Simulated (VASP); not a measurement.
Input of a VASP 6.6.1 run:

File INCAR:

```
  ALGO = Normal
  EDIFF = 1E-6
  EDIFFG = -0.04
  ENCUT = 600
  GGA = PE
  IBRION = 2
  ISIF = 3
  ISMEAR = 0
  LASPH = True
  LCHARG = False
  LREAL = False
  LWAVE = False
  NELM = 100
  NSW = 90
  PREC = Accurate
  SIGMA = 0.1
```

File KPOINTS:

```
k-points
0
Gamma
  6 6 2
```

POSCAR

```
ZnB2P
1.0
    3.1861873376      0.0000000000      0.0000000000
    0.0000000000      3.1861873376      0.0000000000
    0.0000000000      0.0000000000      8.0974066570
Zn B P
2 4 2
Direct
    0.5000000000      0.0000000000      0.2375700000
    0.0000000000      0.5000000000      0.7624300000
    0.0000000000      0.0000000000      0.0000000000
    0.5000000000      0.5000000000      0.0000000000
    0.0000000000      0.5000000000      0.3391400000
    0.5000000000      0.0000000000      0.6608600000
    0.0000000000      0.0000000000      0.5000000000
    0.5000000000      0.5000000000      0.5000000000
```

Potentials or basis: VASP PAW PBE potentials, release 64 (Zn, B, P).

Run with:

```sh
$ cat potpaw_PBE.64/Zn/POTCAR potpaw_PBE.64/B/POTCAR potpaw_PBE.64/P/POTCAR > POTCAR
$ mpirun -np 1 vasp_std > vasp.out
```

(1) Predict the relaxed volume.

(2) What does it give for the relaxed cell?

Results:

(1) 14.11 Å³/atom.

(2) a = 3.607 Å, b = 3.607 Å, c = 8.671 Å, α = 90.00°, β = 90.00°, γ = 90.00°.

Caveat: the k points lie up to 0.36 Å⁻¹ apart in the final cell, too coarse for converged energies and pressures of a metal; the volume moved by over 15 % at a fixed basis, so the end points are rough.
